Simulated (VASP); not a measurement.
Write the native input for VASP 6.6.1 that does the following.

| Quantity | Value |
| --- | --- |
| Task | single point |
| Functional | PBE |
| Potentials or basis | VASP PAW PBE potentials, release 64 (Mg, O) |
| Cutoff | 520 eV |
| k mesh | 11 × 11 × 6 |
| Occupations | fermi-dirac, width 0.05 eV |
| Spin | no spin polarisation |
| Dipole correction | no |
| Further INCAR settings | ALGO = Normal; EDIFF = 1e-06; NBANDS = 16 |

The structure of MgO (NiAs type) lies in POSCAR:

```
MgO
1.0
    2.8029375964      0.0000000000      0.0000000000
   -1.4014687982      2.4274151637      0.0000000000
    0.0000000000      0.0000000000      4.9122260132
Mg O
2 2
Direct
    0.0000000000      0.0000000000      0.0000000000
    0.0000000000      0.0000000000      0.5000000000
    0.3333333333      0.6666666667      0.2500000000
    0.6666666667      0.3333333333      0.7500000000
```

One way to write it, as run:

INCAR

```
SYSTEM = MgO
PREC = Accurate
ENCUT = 520
EDIFF = 1E-6
ISMEAR = -1
SIGMA = 0.05
LREAL = .FALSE.
LASPH = .TRUE.
NELM = 60
ALGO = Normal
ISIF = 2
LWAVE = .FALSE.
LCHARG = .FALSE.
GGA = PE
NBANDS = 16
```

KPOINTS

```
Automatic mesh
0
G
  11 11 6
  0 0 0
```

Potentials or basis: VASP PAW PBE potentials, release 64 (Mg, O).

Command:

```bash
$ cat potpaw_PBE.64/Mg/POTCAR potpaw_PBE.64/O/POTCAR > POTCAR
$ mpirun -np 1 vasp_std > vasp.out
```

It gave:

```
Pressure               : 30.5 GPa
Band gap on the k mesh : 5.64 eV, direct
```

Wall time 12 s on 1 thread of Intel(R) Xeon(R) 6975P-C (Granite Rapids), on a shared host, peak memory 0.17 GiB.
